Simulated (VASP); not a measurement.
# HfO2 (Fm-3m) in VASP: notebook, part 2 of 2

VASP 6.6.1. The steps go on from the part before.

### 5 Relaxation of cell and atoms, LDA

This run uses another cell than the first one, of 11.15 Å³/atom.

Contents of INCAR:

```
ALGO = Normal
EDIFF = 1E-7
EDIFFG = -0.05
ENCUT = 600
GGA_COMPAT = F
IBRION = 2
ISIF = 3
ISMEAR = 0
LASPH = T
LCHARG = F
LREAL = F
LWAVE = F
NELM = 120
NELMIN = 4
NSW = 100
PREC = Accurate
SIGMA = 0.1
```

Contents of KPOINTS:

```
k-points
0
Gamma
  6 6 6
```

Contents of POSCAR:

```
HfO2
1.0
    0.0000000000      2.5575000000      2.5575000000
    2.5575000000      0.0000000000      2.5575000000
    2.5575000000      2.5575000000      0.0000000000
Hf O
1 2
Direct
    0.0000000000      0.0000000000      0.0000000000
    0.2500000000      0.2500000000      0.2500000000
    0.7500000000      0.7500000000      0.7500000000
```

Potentials or basis: VASP PAW LDA potentials, release 64 (Hf_pv, O).

Command:

```console
cat potpaw_LDA.64/Hf_pv/POTCAR potpaw_LDA.64/O/POTCAR > POTCAR
mpirun -np 1 vasp_std > vasp.out
```

OUTCAR:

```text
EDIFF = 1E-7
   EDIFFG = -0.05
   ENCUT = 600
   IBRION = 2
   ISIF = 3
   ISMEAR = 0
   LASPH = T
   LREAL = F
   NELM = 120
   NELMIN = 4
   NSW = 100
   PREC = Accurate

 ion  position               nearest neighbor table
   1  0.000  0.000  0.000-   3 2.21   3 2.21   3 2.21   2 2.21   3 2.21   2 2.21   2 2.21   2 2.21

   2  0.250  0.250  0.250-   1 2.21   1 2.21   1 2.21   1 2.21
   3  0.750  0.750  0.750-   1 2.21   1 2.21   1 2.21   1 2.21

  LATTYP: Found a face centered cubic cell.
 ALAT       =     5.1150000000

  Lattice vectors:

 A1 = (   0.0000000000,   2.5575000000,   2.5575000000)
 A2 = (   2.5575000000,   0.0000000000,   2.5575000000)
 A3 = (   2.5575000000,   2.5575000000,   0.0000000000)

Analysis of symmetry for initial positions (statically):
=====================================================================
 Subroutine PRICEL returns:
 Original cell was already a primitive cell.
[... 175 lines left out ...]
  external PRESSURE =    -195.7543415 kB  Pullay stress =       0.0000000 kB
[... 98 lines left out ...]
--------------------------------------- Ionic step        4  -------------------------------------------

 number of electron      22.0000003 magnetization

 Free energy of the ion-electron system (eV)
  ---------------------------------------------------
  ext. energy  EPLUGINS =         0.00000000
  ---------------------------------------------------
  free energy    TOTEN  =       -33.08554454 eV

  energy without entropy =      -33.08554454  energy(sigma->0) =      -33.08554454

 E-fermi :   5.0309     XC(G=0): -12.5933

 val. band max:        4.5286493665   @ k =   0.5000   0.5000   0.0000
 cond. band min:       8.2649916106   @ k =   0.5000   0.5000   0.0000
 fundamental gap:      3.7363422441
 Fermi energy:         5.0308529258

 k-point     1 :       0.0000    0.0000    0.0000
  band No.  band energies     occupation
      1     -24.7288      2.00000
      2     -24.7288      2.00000
      3     -24.7288      2.00000
      4     -14.2869      2.00000
      5     -10.8469      2.00000
      6      -1.2169      2.00000
      7      -1.2169      2.00000
      8      -1.2169      2.00000
      9       3.8892      2.00000
     10       3.8892      2.00000
     11       3.8892      2.00000
     12       8.3337      0.00000
     13       8.3337      0.00000
     14      10.6496      0.00000
[... 299 lines left out ...]
  FREE ENERGIE OF THE ION-ELECTRON SYSTEM (eV)
  ---------------------------------------------------
  free  energy   TOTEN  =       -33.0855445412 eV

  energy  without entropy=      -33.0855445412  energy(sigma->0) =      -33.08554454

 reached required accuracy - stopping structural energy minimisation
```

OSZICAR:

```text
N       E                     dE             d eps       ncg     rms          rms(c)
DAV:   1     0.103057923742E+03    0.10306E+03   -0.14090E+04   480   0.162E+03
DAV:   2    -0.348145228595E+02   -0.13787E+03   -0.13567E+03   627   0.338E+02
DAV:   3    -0.385960144194E+02   -0.37815E+01   -0.37785E+01   613   0.546E+01
[... 41 lines left out ...]
DAV:   2    -0.330856405395E+02    0.51589E-03   -0.23653E-03   515   0.375E-01    0.128E-01
DAV:   3    -0.330855623090E+02    0.78230E-04   -0.12024E-04   557   0.100E-01    0.896E-02
DAV:   4    -0.330855448553E+02    0.17454E-04   -0.59666E-05   585   0.674E-02    0.623E-02
DAV:   5    -0.330855445869E+02    0.26841E-06   -0.29693E-06   585   0.134E-02    0.524E-03
DAV:   6    -0.330855445412E+02    0.45711E-07   -0.14800E-07   387   0.355E-03
   4 F= -.33085545E+02 E0= -.33085545E+02  d E =-.169357E+00
```

Wall time 34 s (1 thread of Intel Xeon Platinum 8375C at 2.90GHz (Ice Lake), shared host); peak memory 0.16 GiB.

Results:

```yaml
Free_energy: -33.0855 eV
Relaxed_volume: 10.30 Å³/atom
Relaxed_cell: a = 3.522 Å, b = 3.522 Å, c = 3.522 Å, α = 60.00°, β = 60.00°, γ = 60.00°
Space_group_after_relaxing_to_0.1_Å: Fm-3m (No. 225)
Energy_gained_by_relaxing: 56.5 meV/atom
Ionic_steps: 4
Pressure_after_relaxing: -0.1 GPa
Band_gap_on_the_k_mesh: 3.74 eV
```

The path:
```
step  energy change (eV)  largest force (eV/Å)  pressure (GPa)  volume (Å³)
   1              0.0000                0.0000          -19.58        33.46
   2              0.3008                0.0000           46.77        27.28
   3             -0.1691                0.0000           -0.80        30.96
   4             -0.1694                0.0000           -0.13        30.89
```

Final structure:
```
Hf O
1.0
     0.00000    2.49031    2.49031
     2.49031    0.00000    2.49031
     2.49031    2.49031    0.00000
Hf O
1 2
Direct
  0.00000 0.00000 0.00000
  0.25000 0.25000 0.25000
  0.75000 0.75000 0.75000
```

Caveat: spin-orbit coupling is left out, which moves the levels of the heavy elements.

### 6 Relaxation of cell and atoms, LDA

Contents of INCAR:

```
  ALGO = Normal
  EDIFF = 1E-7
  EDIFFG = -0.005
  ENCUT = 600
  GGA = CA
  GGA_COMPAT = False
  IBRION = 2
  ISIF = 3
  ISMEAR = 0
  LASPH = True
  LCHARG = False
  LREAL = False
  LWAVE = False
  NELM = 120
  NELMIN = 4
  NSW = 100
  PREC = Accurate
  SIGMA = 0.02
```

Contents of KPOINTS:

```
k-points
0
Gamma
  8 8 8
```

Contents of POSCAR:

```
HfO2
1.0
    0.0000000000      2.5005395279      2.5005395279
    2.5005395279      0.0000000000      2.5005395279
    2.5005395279      2.5005395279      0.0000000000
Hf O
1 2
Direct
    0.0000000000      0.0000000000      0.0000000000
    0.2500000000      0.2500000000      0.2500000000
    0.7500000000      0.7500000000      0.7500000000
```

Potentials or basis: VASP PAW LDA potentials, release 64 (Hf_pv, O).

Command:

```console
cat potpaw_LDA.64/Hf_pv/POTCAR potpaw_LDA.64/O/POTCAR > POTCAR
mpirun -np 1 vasp_std > vasp.out
```

It took 30 s on 1 thread of Intel Xeon Platinum 8375C at 2.90GHz (Ice Lake), shared host; peak memory 0.16 GiB.

Results (log left out):

| Item | Value |
| --- | --- |
| Free energy | -33.0784 eV |
| Relaxed volume | 10.29 Å³/atom |
| Relaxed cell | a = 3.522 Å, b = 3.522 Å, c = 3.522 Å, α = 60.00°, β = 60.00°, γ = 60.00° |
| Space group after relaxing (to 0.1 Å) | Fm-3m (No. 225) |
| Energy gained by relaxing | 1.4 meV/atom |
| Ionic steps | 3 |
| Pressure after relaxing | 0.0 GPa |
| Band gap on the k mesh | 3.74 eV |

Step by step:
| step | energy change (eV) | largest force (eV/Å) | pressure (GPa) | volume (Å³) |
| --- | --- | --- | --- | --- |
| 1 | 0.0000 | 0.0000 | -3.52 | 31.27 |
| 2 | 0.0080 | 0.0000 | 6.30 | 30.24 |
| 3 | -0.0043 | 0.0000 | -0.02 | 30.88 |

Final structure:
```
Hf O
1.0
     0.00000    2.49019    2.49019
     2.49019    0.00000    2.49019
     2.49019    2.49019    0.00000
Hf O
1 2
Cartesian
  0.0000 0.0000 0.0000
  1.2451 1.2451 1.2451
  3.7353 3.7353 3.7353
```

Levels at points of the mesh, in eV from the valence-band top:
| k point | band 8 | band 9 | band 10 | band 11 | band 12 | band 13 | band 14 | band 15 |
| --- | --- | --- | --- | --- | --- | --- | --- | --- |
| (0.00, 0.00, 0.00) | -5.75 | -0.64 | -0.64 | -0.64 | 3.80 | 3.80 | 6.12 | 11.05 |
| (0.50, 0.00, 0.00) | -3.14 | -2.88 | -1.90 | -1.90 | 4.62 | 4.62 | 7.46 | 8.97 |
| (0.50, 0.50, 0.00) | -3.60 | -1.64 | -1.64 | 0.00 | 3.74 | 5.61 | 7.10 | 8.56 |

Caveat: spin-orbit coupling is left out, which moves the levels of the heavy elements. A k mesh can miss the band edges.

### 7 Overview

```csv
task,cell,k mesh,smearing,gap on the mesh (eV),pressure (GPa),relaxed volume (Å³/atom)
single point,"a = 3.536 Å, angles 60.0°, 3 atoms",6 × 6 × 6,gaussian 0.1 eV,3.70,-3.5,-
single point,"a = 3.617 Å, angles 60.0°, 3 atoms",6 × 6 × 6,gaussian 0.1 eV,3.53,-19.6,-
single point,"a = 3.536 Å, angles 60.0°, 3 atoms",8 × 8 × 8,gaussian 0.02 eV,3.70,-3.5,-
relaxation of cell and atoms,"relaxed from a = 3.617 Å, angles 60.0°, 3 atoms",6 × 6 × 6,gaussian 0.1 eV,3.74,-0.1,10.30
relaxation of cell and atoms,"relaxed from a = 3.536 Å, angles 60.0°, 3 atoms",8 × 8 × 8,gaussian 0.02 eV,3.74,0.0,10.29
```

Alike in all rows: level LDA; potentials or basis VASP PAW LDA potentials, release 64 (Hf_pv, O); no spin polarisation; cutoff (eV) 600.

Caveats: spin-orbit coupling is left out, which moves the levels of the heavy elements; the cell stands under tension (at least some runs).

Absolute energies hang on the potentials; compare differences alone.
